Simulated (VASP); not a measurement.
# Ga3As2P (I-4m2) in VASP: further runs, part 2 of 2

VASP 6.6.1. The steps go on from the part before.

## Step 4: Single point, PBE

This run uses another cell than the first one: it holds 12 atoms, not 6.

File INCAR:

```
SYSTEM = Ga3As2P
PREC = Accurate ; ENCUT = 520
EDIFF = 1E-6 ; ISMEAR = 0
SIGMA = 0.1 ; LREAL = .False.
LASPH = .True. ; NELM = 60
ALGO = Normal ; ISIF = 2
LWAVE = .False. ; LCHARG = .True.
GGA = PE ; LELF = .True.
LVHAR = .True. ; NBANDS = 66
```

File KPOINTS:

```
regular mesh
0
Gamma
  4 2 4
  0 0 0
```

File POSCAR:

```
Ga3As2P
1.0
    0.0000000000     -4.0032202340      0.0000000000
    8.0064404680      0.0000000000      0.0000000000
   -2.0016101170      2.0016101170      8.5041398279
Ga P As
6 2 4
Direct
    0.8292765389      0.4146382695      0.6585530779
    0.8292765389      0.9146382695      0.6585530779
    0.5000000000      0.2500000000      0.0000000000
    0.5000000000      0.7500000000      0.0000000000
    0.1707234611      0.0853617305      0.3414469221
    0.1707234611      0.5853617305      0.3414469221
    0.7500000000      0.1250000000      0.5000000000
    0.7500000000      0.6250000000      0.5000000000
    0.4146771752      0.4573385876      0.8293543504
    0.4146771752      0.9573385876      0.8293543504
    0.0853228248      0.2926614124      0.1706456496
    0.0853228248      0.7926614124      0.1706456496
```

Potentials or basis: VASP PAW PBE potentials, release 64 (Ga_d, P, As).

Command:

```console
cat potpaw_PBE.64/Ga_d/POTCAR potpaw_PBE.64/P/POTCAR potpaw_PBE.64/As/POTCAR > POTCAR
mpirun -np 1 vasp_std > vasp.out
```

OUTCAR:

```text
SYSTEM = Ga3As2P
   PREC = Accurate
   ENCUT = 520
   EDIFF = 1E-6
   ISMEAR = 0
   LREAL = .False.
   LASPH = .True.
   NELM = 60
   ISIF = 2
   GGA = PE

 ion  position               nearest neighbor table
   1  0.829  0.415  0.659-   8 2.41   7 2.41   9 2.47   9 2.47
   2  0.829  0.915  0.659-   7 2.41   8 2.41  10 2.47  10 2.47
   3  0.500  0.250  0.000-   9 2.47  11 2.47  10 2.47  11 2.47
   4  0.500  0.750  0.000-  10 2.47  12 2.47  12 2.47   9 2.47
   5  0.171  0.085  0.341-   7 2.41   7 2.41  12 2.47  11 2.47
   6  0.171  0.585  0.341-   8 2.41   8 2.41  11 2.47  12 2.47
   7  0.750  0.125  0.500-   2 2.41   5 2.41   5 2.41   1 2.41
   8  0.750  0.625  0.500-   1 2.41   6 2.41   6 2.41   2 2.41
   9  0.415  0.457  0.829-   3 2.47   4 2.47   1 2.47   1 2.47
  10  0.415  0.957  0.829-   4 2.47   3 2.47   2 2.47   2 2.47
  11  0.085  0.293  0.171-   3 2.47   3 2.47   6 2.47   5 2.47
  12  0.085  0.793  0.171-   4 2.47   4 2.47   5 2.47   6 2.47

  LATTYP: Found a base centered monoclinic cell.
 ALAT       =    17.4730463598
 B/A-ratio  =     0.2291083164
 C/A-ratio  =     0.4582166328
 COS(beta)  =    -0.2291083164

  Lattice vectors:

 A1 = (  -2.0016101170,   2.0016101170,   8.5041398279)
 A2 = (  -2.0016101170,  -2.0016101170,   8.5041398279)
 A3 = (   8.0064404680,   0.0000000000,   0.0000000000)

Analysis of symmetry for initial positions (statically):
=====================================================================
 Subroutine PRICEL returns following result:

  LATTYP: Found a body centered tetragonal cell.
 ALAT       =     4.0032202340
 C/A-ratio  =     4.2486495026

  Lattice vectors:

 A1 = (  -2.0016101170,  -2.0016101170,  -8.5041398279)
 A2 = (   2.0016101170,   2.0016101170,  -8.5041398279)
 A3 = (   2.0016101170,  -2.0016101170,   8.5041398279)

   2 primitive cells build up your supercell.

 Routine SETGRP: Setting up the symmetry group for a
 base centered monoclinic supercell.

 Subroutine GETGRP returns: Found  2 space group operations
 (whereof  2 operations were pure point group operations)
 out of a pool of  4 trial point group operations.

[... 173 lines left out ...]
 Gauss-broadening in eV      SIGMA  =   0.10
  energy-cutoff  :      520.00
  volume of cell :      272.57
 maximum number of plane-waves:      7384
 NGX is ok and might be reduce to    30

 number of electron     107.9999961 magnetization

 Free energy of the ion-electron system (eV)
  ---------------------------------------------------
  ext. energy  EPLUGINS =         0.00000000
  ---------------------------------------------------
  free energy    TOTEN  =       -50.94436545 eV

  energy without entropy =      -50.94436417  energy(sigma->0) =      -50.94436481

 E-fermi :   4.1080     XC(G=0):  -9.4749

 val. band max:        3.8144484097   @ k =   0.0000   0.0000   0.0000
 cond. band min:       4.3898853764   @ k =   0.0000   0.0000   0.0000
 fundamental gap:      0.5754369668
 Fermi energy:         4.1080034970

 k-point     1 :       0.0000    0.0000    0.0000
  band No.  band energies     occupation
      1     -10.9820      2.00000
      2     -10.9700      2.00000
      3     -10.9687      2.00000
      4     -10.9603      2.00000
      5     -10.9521      2.00000
      6     -10.9055      2.00000
[... 955 lines left out ...]
     65       8.3815      0.00000
     66       8.3890      0.00000

------------------------ aborting loop because EDIFF is reached ----------------------------------------

  FORCE on cell =-STRESS in cart. coord.  units (eV):
  Direction    XX          YY          ZZ          XY          YZ          ZX
  --------------------------------------------------------------------------------------
  -------------------------------------------------------------------------------------
  Total        0.9671728      0.9669147     -0.9194687      0.0000000      0.0000000     -0.0001443
  in kB        5.6850632      5.6835459     -5.4046573      0.0000000      0.0000000     -0.0008483
  external PRESSURE =       1.9879839 kB  Pullay stress =       0.0000000 kB

 VOLUME and BASIS-vectors are now :
 -----------------------------------------------------------------------------
  energy-cutoff  :      520.00
  volume of cell :      272.57
      direct lattice vectors                 reciprocal lattice vectors
     0.000000000 -4.003220234  0.000000000     0.000000000 -0.249798897  0.058794894
     8.006440468  0.000000000  0.000000000     0.124899449  0.000000000  0.029397447
    -2.001610117  2.001610117  8.504139828     0.000000000  0.000000000  0.117589788

 POSITION                                       TOTAL-FORCE (eV/Angst)
 -----------------------------------------------------------------------------------
      2.00161     -2.00161      5.60043        -0.000562      0.000000     -0.007317
      6.00483     -2.00161      5.60043        -0.000562      0.000000     -0.007317
      2.00161     -2.00161      0.00000        -0.000120     -0.000000      0.000096
      6.00483     -2.00161      0.00000        -0.000120     -0.000000      0.000096
     -0.00000     -0.00000      2.90371         0.000612      0.000000      0.007149
      4.00322     -0.00000      2.90371         0.000612      0.000000      0.007149
      0.00000     -2.00161      4.25207         0.000022     -0.000000     -0.000022
      4.00322     -2.00161      4.25207         0.000022     -0.000000     -0.000022
      2.00161      0.00000      7.05295         0.000004     -0.000000     -0.003492
      6.00483      0.00000      7.05295         0.000004     -0.000000     -0.003492
      2.00161     -0.00000      1.45119         0.000044     -0.000000      0.003586
      6.00483     -0.00000      1.45119         0.000044     -0.000000      0.003586
 -----------------------------------------------------------------------------------
    total drift:                               -0.000256     -0.000012     -0.000375

  FREE ENERGIE OF THE ION-ELECTRON SYSTEM (eV)
  ---------------------------------------------------
  free  energy   TOTEN  =       -50.9443654483 eV

  energy  without entropy=      -50.9443641745  energy(sigma->0) =      -50.94436481
```

Run time: 9.6 min. Hardware: 1 thread of Intel Xeon 8259CL, shared host; peak memory 0.47 GiB.

What came out:

| Quantity | Value |
| --- | --- |
| Free energy | -50.9444 eV |
| Pressure | 0.2 GPa |
| Largest force | 0.007 eV/Å |
| Band gap on the k mesh | 0.58 eV |

Forces in eV/Å, atoms in the order of the input:
```
Ga  -0.001  0.000 -0.007
Ga  -0.001  0.000 -0.007
Ga   0.000  0.000  0.000
Ga   0.000  0.000  0.000
Ga   0.001  0.000  0.007
Ga   0.001  0.000  0.007
P    0.000  0.000  0.000
P    0.000  0.000  0.000
As   0.000  0.000 -0.003
As   0.000  0.000 -0.003
As   0.000  0.000  0.004
As   0.000  0.000  0.004
```

Stress tensor (GPa, compression positive):
```
 0.57  0.00  0.00
 0.00  0.57  0.00
 0.00  0.00 -0.54
```

Levels at points of the mesh, in eV from the valence-band top:
```csv
k point,band 51,band 52,band 53,band 54,band 55,band 56,band 57,band 58
"(0.00, 0.00, 0.00)",-0.92,-0.05,0.00,0.00,0.58,1.05,1.51,1.72
"(0.50, 0.00, 0.00)",-1.53,-1.12,-0.97,-0.92,1.05,1.54,1.69,2.34
"(0.00, 0.50, 0.00)",-1.16,-1.16,-0.29,-0.29,1.99,1.99,2.25,2.25
"(0.50, 0.50, 0.00)",-1.95,-1.95,-1.86,-1.86,2.19,2.19,2.49,2.49
"(0.00, 0.00, 0.50)",-0.97,-0.92,-0.81,-0.81,1.05,1.56,1.59,2.34
"(0.00, 0.50, 0.50)",-0.67,-0.67,-0.59,-0.59,1.47,1.47,1.87,1.87
```

Caveat: semilocal functionals underestimate gaps, and a narrow one can read as zero.

## Step 5: The runs side by side

```tsv
cell	k mesh	gap on the mesh (eV)	pressure (GPa)	largest force (eV/Å)
a = 8.665 Å, angles 154.2, 154.2, 36.9°, 6 atoms, atomic positions A	6 × 6 × 6	1.37	8.5	0.87
a = 8.943 Å, angles 154.1, 154.1, 36.9°, 6 atoms, atomic positions B	6 × 6 × 6	0.59	0.1	0.02
a = 4.003, b = 8.006, c = 8.963 Å, angles 102.9, 102.9, 90.0°, 12 atoms, atomic positions C	4 × 2 × 4	0.58	0.2	0.01
```

Alike in all rows: task single point; level PBE; potentials or basis VASP PAW PBE potentials, release 64 (Ga_d, P, As); no spin polarisation; cutoff (eV) 520; smearing gaussian 0.1 eV.

Caveats: semilocal functionals underestimate gaps, and a narrow one can read as zero (at least some runs); the cell stands under pressure (at least some runs).

Absolute energies hang on the potentials; compare differences alone.
